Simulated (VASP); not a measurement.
# Hf5F (P6/mmm) in VASP: relaxation of cell and atoms with PBE

Aim: the relaxation of cell and atoms of Hf5F with PBE.

All numbers are computed with VASP 6.6.1; they aren't measurements. Logs are shortened: lines on timing, memory, paths and dates and some standing lists are left out, and cuts for length are marked.

### 1 The cell of the first run

Symmetry: P6/mmm, No. 191, hexagonal system. The conventional cell has a = 5.091 Å, b = 5.091 Å, c = 5.640 Å, α = 90.00°, β = 90.00°, γ = 120.00°. Hf (site symmetry 3m) has 8 Hf at 2.73 to 3.24 Å and 3 F at 3.28 Å within 3.6 Å. Hf (site symmetry 6/mmm) has 2 F at 2.82 Å and 12 Hf at 3.24 Å within 3.7 Å. F (site symmetry 6/mmm) has 14 Hf at 2.82 to 3.28 Å within 3.7 Å.

The cell was generated, and may not be a known phase.

### 2 Relaxation of cell and atoms, PBE

Contents of INCAR:

```
PREC = Accurate
ENCUT = 600
EDIFF = 1E-6
ISMEAR = 0
SIGMA = 0.1
LREAL = False
LASPH = True
NELM = 80
ALGO = Fast
ISIF = 3
LWAVE = False
LCHARG = False
GGA = PE
IBRION = 2
NSW = 100
EDIFFG = -0.01
```

Contents of KPOINTS:

```
Automatic mesh
0
Gamma
  12 12 8
```

Contents of POSCAR:

```
Hf5F
1.0
    5.0913320742      0.0000000000      0.0000000000
   -2.5456660371      4.4092229153      0.0000000000
    0.0000000000      0.0000000000      5.6397335392
Hf F
5 1
Direct
    0.3333333333      0.6666666667      0.7577970507
    0.3333333333      0.6666666667      0.2422029493
    0.6666666667      0.3333333333      0.2422029493
    0.6666666667      0.3333333333      0.7577970507
    0.0000000000      0.0000000000      0.0000000000
    0.0000000000      0.0000000000      0.5000000000
```

Potentials or basis: VASP PAW PBE potentials, release 64 (Hf_pv, F).

On the command line:

```bash
> cat potpaw_PBE.64/Hf_pv/POTCAR potpaw_PBE.64/F/POTCAR > POTCAR
> mpirun -np 1 vasp_std > vasp.out
```

OUTCAR:

```text
PREC = Accurate
   ENCUT = 600
   EDIFF = 1E-6
   ISMEAR = 0
   LREAL = False
   LASPH = True
   NELM = 80
   ISIF = 3
   GGA = PE
   IBRION = 2
   NSW = 100
   EDIFFG = -0.01

 ion  position               nearest neighbor table
   1  0.333  0.667  0.758-   2 2.73   2 2.91   4 2.94   4 2.94   4 2.94   5 3.24   5 3.24   5 3.24

   2  0.333  0.667  0.242-   1 2.73   1 2.91   3 2.94   3 2.94   3 2.94   5 3.24   5 3.24   5 3.24

   3  0.667  0.333  0.242-   4 2.73   4 2.91   2 2.94   2 2.94   2 2.94   5 3.24   5 3.24   5 3.24

   4  0.667  0.333  0.758-   3 2.73   3 2.91   1 2.94   1 2.94   1 2.94   5 3.24   5 3.24   5 3.24

   5  0.000  0.000  0.000-   6 2.82   6 2.82   3 3.24   4 3.24   1 3.24   2 3.24   1 3.24   2 3.24
                             3 3.24   4 3.24   3 3.24   4 3.24   1 3.24   2 3.24
   6  0.000  0.000  0.500-   5 2.82   5 2.82

  LATTYP: Found a hexagonal cell.
 ALAT       =     5.0913320742
 C/A-ratio  =     1.1077127669

  Lattice vectors:

 A1 = (   5.0913320742,   0.0000000000,   0.0000000000)
 A2 = (  -2.5456660371,   4.4092229153,   0.0000000000)
 A3 = (   0.0000000000,   0.0000000000,   5.6397335392)

Analysis of symmetry for initial positions (statically):
=====================================================================
 Subroutine PRICEL returns:
 Original cell was already a primitive cell.

 Routine SETGRP: Setting up the symmetry group for a
 hexagonal supercell.

 Subroutine GETGRP returns: Found 24 space group operations
 (whereof 24 operations were pure point group operations)
 out of a pool of 24 trial point group operations.

The static configuration has the point symmetry D_6h.

Analysis of symmetry for dynamics (positions and initial velocities):
=====================================================================
 Subroutine PRICEL returns:
 Original cell was already a primitive cell.

 Routine SETGRP: Setting up the symmetry group for a
 hexagonal supercell.

 Subroutine GETGRP returns: Found 24 space group operations
 (whereof 24 operations were pure point group operations)
 out of a pool of 24 trial point group operations.

The dynamic configuration has the point symmetry D_6h.

 Subroutine INISYM returns: Found 24 space group operations
 (whereof 24 operations are pure point group operations),
 and found     1 'primitive' translations

----------------------------------------------------------------------------------------

                                     Primitive cell

  volume of cell :     126.6054

  direct lattice vectors                    reciprocal lattice vectors
     5.091332074  0.000000000  0.000000000     0.196412252  0.113398667  0.000000000
    -2.545666037  4.409222915  0.000000000     0.000000000  0.226797334  0.000000000
     0.000000000  0.000000000  5.639733539     0.000000000  0.000000000  0.177313342

  length of vectors
     5.091332074  5.091332074  5.639733539     0.226797333  0.226797334  0.177313342

  position of ions in fractional coordinates (direct lattice)
     0.333333333  0.666666667  0.757797051
     0.333333333  0.666666667  0.242202949
     0.666666667  0.333333333  0.242202949
     0.666666667  0.333333333  0.757797051
     0.000000000  0.000000000  0.000000000
     0.000000000  0.000000000  0.500000000

  ion indices of the primitive-cell ions
   primitive index   ion index
                 1           1
                 2           2
                 3           3
                 4           4
                 5           5
                 6           6

----------------------------------------------------------------------------------------

 KPOINTS: Automatic mesh

Automatic generation of k-mesh.
 Grid dimensions read from file:
 generate k-points for:   12   12    8

 Generating k-lattice:

  Cartesian coordinates                     Fractional coordinates (reciprocal lattice)
     0.016367688  0.009449889  0.000000000     0.083333333  0.000000000  0.000000000
     0.000000000  0.018899778  0.000000000     0.000000000  0.083333333  0.000000000
     0.000000000  0.000000000  0.022164168     0.000000000  0.000000000  0.125000000

  Length of vectors
     0.018899778  0.018899778  0.022164168

  Shift w.r.t. Gamma in fractional coordinates (k-lattice)
     0.000000000  0.000000000  0.000000000

 Subroutine IBZKPT returns following result:
 ===========================================

 Found     95 irreducible k-points:

 Following reciprocal coordinates:
            Coordinates               Weight
  0.000000  0.000000  0.000000      1.000000
  0.083333  0.000000  0.000000      6.000000
  0.166667 -0.000000  0.000000      6.000000
  0.250000  0.000000  0.000000      6.000000
  0.333333  0.000000  0.000000      6.000000
  0.416667  0.000000  0.000000      6.000000
[... 16 lines left out ...]
  0.250000  0.000000  0.125000     12.000000
  0.333333  0.000000  0.125000     12.000000
 [... further k-points ...]
   k-points           NKPTS =     95   k-points in BZ     NKDIM =     95   number of bands    NBANDS=     34
   number of dos      NEDOS =    301   number of ions     NIONS =      6
   total plane-waves  NPLWV =  84672
   dimension x,y,z NGX =    42 NGY =   42 NGZ =   48
   dimension x,y,z NGXF=    84 NGYF=   84 NGZF=   96
   ions per type =               5   1
   NGX,Y,Z   is equivalent  to a cutoff of  13.71, 13.71, 14.15 a.u.
   NGXF,Y,Z  is equivalent  to a cutoff of  27.43, 27.43, 28.30 a.u.
 SYSTEM =  unknown system
   PREC   = accura    normal or accurate (medium, high low for compatibility)
   ISTART =      0    job   : 0-new  1-cont  2-samecut
   ICHARG =      2    charge: 1-file 2-atom 10-const
   ISPIN  =      1    spin polarized calculation?
   LNONCOLLINEAR =      F non collinear calculations
   LSORBIT =      F    spin-orbit coupling
   LASPH  =      T    aspherical Exc in radial PAW
   ENCUT  =  600.0 eV  44.10 Ry    6.64 a.u.  10.17 10.17 11.26*2*pi/ulx,y,z
   NELM   =     80;   NELMIN=  2; NELMDL= -5     # of ELM steps
   EDIFF  = 0.1E-05   stopping-criterion for ELM
   LREAL  =      F    real-space projection
   EDIFFG = -.1E-01   stopping-criterion for IOM
   NSW    =    100    number of steps for IOM
   IBRION =      2    ionic relax: 0-MD 1-quasi-New 2-CG
   NFREE  =      1    steps in history (QN), initial steepest desc. (CG)
   ISIF   =      3    stress and relaxation
   ISYM   =      2    0-nonsym 1-usesym 2-fastsym
   POTIM  = 0.5000    time-step for ionic-motion
   TEBEG  =    0.0;   TEEND  =   0.0 temperature during run
   PSTRESS=    0.0 pullay stress
   NELECT =      57.0000    total number of electrons
   NUPDOWN=      -1.0000    fix difference up-down
   EMIN   =  10.00;   EMAX   =-10.00  energy-range for DOS
   EFERMI =   0.00;   METHOD = LEGACY
   ISMEAR =     0;   SIGMA  =   0.10  broadening in eV -4-tet -1-fermi 0-gaus
   EFERMI_NEDOS =   21; number of points for ismear=-14 and -15
   IALGO  =     68    algorithm
   IMIX   =      4    mixing-type and parameters
     AMIX     =   0.40;   BMIX     =  1.00
     AMIX_MAG =   1.60;   BMIX_MAG =  1.00
  volume/ion in A,a.u.               =      21.10       142.40
  Fermi-wavevector in a.u.,A,eV,Ry     =   1.254727  2.371089 21.420179  1.574339
  Thomas-Fermi vector in A             =   2.388518
   LORBIT       =      0    0 simple, 1 ext, 2 COOP (PROOUT), +10 PAW based schemes
   GGA     = PE    functional components
   LHFCALC =     F    Hartree Fock is set to
   AEXX    =    0.0000 exact exchange contribution
   IVDW    =     0    specifies the selected vdW correction
   LEPSILON=     F    determine dielectric tensor
   LRPA    =     F    only Hartree local field effects (RPA)
 conjugate gradient relaxation of ions
 non-spin polarized calculation
 RMM-DIIS sequential band-by-band and
 Gauss-broadening in eV      SIGMA  =   0.10
  energy-cutoff  :      600.00
  volume of cell :      126.61
 maximum number of plane-waves:      4258
 NGX is ok and might be reduce to    42
   NGX = 21   NGY = 21   NGZ = 23

--------------------------------------- Ionic step        1  -------------------------------------------

 number of electron      57.0000006 magnetization

 Free energy of the ion-electron system (eV)
  ---------------------------------------------------
  ext. energy  EPLUGINS =         0.00000000
  ---------------------------------------------------
  free energy    TOTEN  =       -49.85911846 eV

  energy without entropy =      -49.82116651  energy(sigma->0) =      -49.84014249

------------------------ aborting loop because EDIFF is reached ----------------------------------------

  FORCE on cell =-STRESS in cart. coord.  units (eV):
  Direction    XX          YY          ZZ          XY          YZ          ZX
  --------------------------------------------------------------------------------------
  -------------------------------------------------------------------------------------
  Total       -0.1266813     -0.1266813     -0.2479472      0.0000000      0.0000000      0.0000000
  in kB       -1.6031390     -1.6031390     -3.1377454      0.0000000      0.0000000      0.0000000
  external PRESSURE =      -2.1146745 kB  Pullay stress =       0.0000000 kB

 VOLUME and BASIS-vectors are now :
 -----------------------------------------------------------------------------
  energy-cutoff  :      600.00
  volume of cell :      126.61
      direct lattice vectors                 reciprocal lattice vectors
     5.091332074  0.000000000  0.000000000     0.196412252  0.113398667  0.000000000
    -2.545666037  4.409222915  0.000000000     0.000000000  0.226797334  0.000000000
     0.000000000  0.000000000  5.639733539     0.000000000  0.000000000  0.177313342
[... 41 lines left out ...]
 POSITION                                       TOTAL-FORCE (eV/Angst)
 -----------------------------------------------------------------------------------
     -0.00000      2.93649      4.26540         0.000000     -0.000000     -0.014045
     -0.00000      2.93649      1.36309         0.000000      0.000000      0.014045
      2.54307      1.46824      1.36309         0.000000      0.000000      0.014045
      2.54307      1.46824      4.26540        -0.000000     -0.000000     -0.014045
      0.00000      0.00000      5.62849        -0.000000     -0.000000      0.000000
      0.00000      0.00000      2.81425        -0.000000     -0.000000      0.000000
 -----------------------------------------------------------------------------------
    total drift:                               -0.000000      0.000000      0.000000

  FREE ENERGIE OF THE ION-ELECTRON SYSTEM (eV)
  ---------------------------------------------------
  free  energy   TOTEN  =       -49.8592832468 eV

  energy  without entropy=      -49.8217306510  energy(sigma->0) =      -49.84050695

--------------------------------------- Ionic step        3  -------------------------------------------

 number of electron      57.0000005 magnetization

 Free energy of the ion-electron system (eV)
  ---------------------------------------------------
  ext. energy  EPLUGINS =         0.00000000
  ---------------------------------------------------
  free energy    TOTEN  =       -49.85936629 eV

  energy without entropy =      -49.82167640  energy(sigma->0) =      -49.84052135

 E-fermi :   4.0753     XC(G=0): -10.9391

 val. band max:        4.0655168688   @ k =   0.3333   0.2500   0.5000
 cond. band min:       4.0793764730   @ k =   0.5000   0.0000   0.2500
 fundamental gap:      0.0138596042
 Fermi energy:         4.0753488416

 k-point     1 :       0.0000    0.0000    0.0000
  band No.  band energies     occupation
      1     -26.8850      2.00000
      2     -26.7115      2.00000
      3     -26.7080      2.00000
      4     -26.5507      2.00000
      5     -26.5507      2.00000
      6     -26.5172      2.00000
[... 877 lines left out ...]
     33       5.7889      0.00000
     34       6.0208      0.00000

 [... further k-points ...]

------------------------ aborting loop because EDIFF is reached ----------------------------------------

  FORCE on cell =-STRESS in cart. coord.  units (eV):
  Direction    XX          YY          ZZ          XY          YZ          ZX
  --------------------------------------------------------------------------------------
  -------------------------------------------------------------------------------------
  Total        0.0286300      0.0286300     -0.0044881      0.0000000      0.0000000      0.0000000
  in kB        0.3632476      0.3632476     -0.0569438      0.0000000      0.0000000      0.0000000
  external PRESSURE =       0.2231838 kB  Pullay stress =       0.0000000 kB

 VOLUME and BASIS-vectors are now :
 -----------------------------------------------------------------------------
  energy-cutoff  :      600.00
  volume of cell :      126.28
      direct lattice vectors                 reciprocal lattice vectors
     5.088007209  0.000000000  0.000000000     0.196540602  0.113472769 -0.000000000
    -2.544003604  4.406343497  0.000000000     0.000000000  0.226945539 -0.000000000
     0.000000000  0.000000000  5.632524991     0.000000000 -0.000000000  0.177540269

 POSITION                                       TOTAL-FORCE (eV/Angst)
 -----------------------------------------------------------------------------------
     -0.00000      2.93756      4.26840        -0.000000     -0.000000     -0.007705
     -0.00000      2.93756      1.36412        -0.000000      0.000000      0.007705
      2.54400      1.46878      1.36412         0.000000      0.000000      0.007705
      2.54400      1.46878      4.26840         0.000000     -0.000000     -0.007705
     -2.54400      4.40634      0.00000        -0.000000     -0.000000      0.000000
     -2.54400      4.40634      2.81626        -0.000000     -0.000000      0.000000
 -----------------------------------------------------------------------------------
    total drift:                               -0.000000      0.000000      0.000000

  FREE ENERGIE OF THE ION-ELECTRON SYSTEM (eV)
  ---------------------------------------------------
  free  energy   TOTEN  =       -49.8593662907 eV

  energy  without entropy=      -49.8216764026  energy(sigma->0) =      -49.84052135

 reached required accuracy - stopping structural energy minimisation
```

It took 19 min on 1 thread of Oxide Virtual Turin-like, shared host; peak memory 0.53 GiB.

Results:

| Item | Value |
| --- | --- |
| Free energy | -49.8594 eV |
| Relaxed volume | 21.05 Å³/atom |
| Relaxed cell | a = 5.088 Å, b = 5.088 Å, c = 5.633 Å, α = 90.00°, β = 90.00°, γ = 120.00° |
| Space group after relaxing (to 0.1 Å) | P6/mmm (No. 191) |
| Energy gained by relaxing | 0.0 meV/atom |
| Ionic steps | 3 |
| Pressure after relaxing | 0.0 GPa |
| Largest force after relaxing | 0.008 eV/Å |
| Band gap on the k mesh | zero (an odd number of electrons rules out a gap without spin polarisation) |

Forces on the atoms (eV/Å):
```
Hf   0.000  0.000 -0.008
Hf   0.000  0.000  0.008
Hf   0.000  0.000  0.008
Hf   0.000  0.000 -0.008
Hf   0.000  0.000  0.000
F    0.000  0.000  0.000
```

Step by step:
| step | energy change (eV) | largest force (eV/Å) | pressure (GPa) | volume (Å³) |
| --- | --- | --- | --- | --- |
| 1 | 0.0000 | 0.0030 | -0.21 | 126.61 |
| 2 | -0.0002 | 0.0140 | 0.14 | 126.10 |
| 3 | -0.0002 | 0.0077 | 0.02 | 126.28 |

Final structure:
```
CELL_PARAMETERS angstrom
5.08801 0.00000 0.00000
-2.54400 4.40634 0.00000
0.00000 0.00000 5.63252
ATOMIC_POSITIONS crystal
Hf 0.33333 0.66667 0.75781
Hf 0.33333 0.66667 0.24219
Hf 0.66667 0.33333 0.24219
Hf 0.66667 0.33333 0.75781
Hf 0.00000 0.00000 0.00000
F 0.00000 0.00000 0.50000
```

Levels at points of the mesh, in eV from the Fermi level:
```tsv
k point	band 25	band 26	band 27	band 28	band 29	band 30	band 31	band 32	band 33	band 34
(0.00, 0.00, 0.00)	-1.22	-0.39	-0.39	-0.05	-0.05	0.09	0.18	0.18	1.82	1.82
(0.50, 0.00, 0.00)	-1.51	-0.71	-0.35	-0.30	-0.06	0.04	0.14	0.16	2.23	2.28
(0.00, 0.00, 0.50)	-0.13	-0.12	-0.12	-0.11	-0.11	0.33	0.39	1.89	1.89	1.94
(0.50, 0.00, 0.50)	-1.08	-0.48	-0.36	0.06	0.15	0.42	0.74	0.90	1.68	1.90
```

Caveat: spin-orbit coupling is left out, which moves the levels of the heavy elements; an odd number of electrons without spin polarisation forces a metal; a magnetic or distorted state may lie lower.
